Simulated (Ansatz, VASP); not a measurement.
# One calculation of As, two programs

File INCAR:

```
SYSTEM = As
PREC     = Accurate       ! precision mode
ENCUT    = 520            ! plane-wave cutoff, eV
EDIFF    = 1E-6           ! SCF threshold, eV
ISMEAR   = -1             ! smearing method
SIGMA    = 0.05           ! smearing width, eV
LREAL    = .FALSE.        ! projectors in reciprocal space
LASPH    = .TRUE.         ! aspherical terms in the spheres
NELM     = 80             ! most SCF steps
ALGO     = Normal         ! electronic algorithm
ISIF     = 2              ! what is computed and relaxed
LWAVE    = .FALSE.        ! write WAVECAR
LCHARG   = .FALSE.        ! write CHGCAR
GGA      = PS             ! functional
NBANDS   = 12             ! bands
```

KPOINTS

```
Automatic mesh
0
G
  12 12 12
  0 0 0
```

Contents of POSCAR:

```
As
1.0
    1.8774110887      1.0839237974      3.7043351684
   -1.8774110887      1.0839237974      3.7043351684
    0.0000000000     -2.1678475948      3.7043351684
As
2
Direct
    0.2244335900      0.2244335900      0.2244335900
    0.7755664100      0.7755664100      0.7755664100
```

Input for Ansatz:

```yaml
crystal:
  lattice:
    - [1.8774110887, 1.0839237974, 3.7043351684]
    - [-1.8774110887, 1.0839237974, 3.7043351684]
    - [0.0, -2.1678475948, 3.7043351684]
  atoms:
    - { symbol: As, position: [0.22443359, 0.22443359, 0.22443359] }
    - { symbol: As, position: [0.77556641, 0.77556641, 0.77556641] }
kpoints:
  mp_grid: { grid: [12, 12, 12] }
  band_path:
    path:
      - [0.0, 0.0, 0.0]
      - [0.5, 0.5, 0.5]
      - [0.776253106, 0.223746894, 0.5]
      - [0.5, -0.223746894, 0.223746894]
      - [0.5, 0.0, 0.0]
      - [0.0, 0.0, 0.0]
      - [0.361873447, -0.361873447, 0.0]
      - [0.638126553, 0.0, 0.361873447]
      - [0.5, 0.0, 0.5]
    npoints: 5
scf:
  occupations: { method: fermi_dirac, width: 0.05 }
hamiltonian:
  xc: pbesol
  pseudopotentials:
    kind: all_electron
    lapw: { basis_error: 0.0005 }
    relativity: none
output:
  forces: true
  stress: true
  eigenvalues: true
```

Alike in both runs: task single point; functional PBEsol; k mesh 12 × 12 × 12; occupations fermi-dirac, width 0.05 eV; no spin polarisation.

```csv
,VASP,Ansatz
version,VASP 6.6.1,Ansatz 0.2.0
potentials or method,"VASP PAW PBE potentials, release 64 (As), cutoff 520 eV","all-electron LAPW, non-relativistic"
```

Ansatz gave:

- pressure (GPa): -1.2
- traceless stress, the component that is largest in VASP (GPa): -0.74
- rms of the force components (eV/Å): 0.117

Question: Which values does VASP return?

Answer: Pressure (GPa): -1.0; traceless stress, the component that is largest in VASP (GPa): -0.70; rms of the force components (eV/Å): 0.138.

VASP's potentials were made for PBE, not for PBEsol. Atom by atom the forces differ by 0.021 eV/Å (rms over components). Ansatz ran all-electron here, and VASP with PAW potentials.
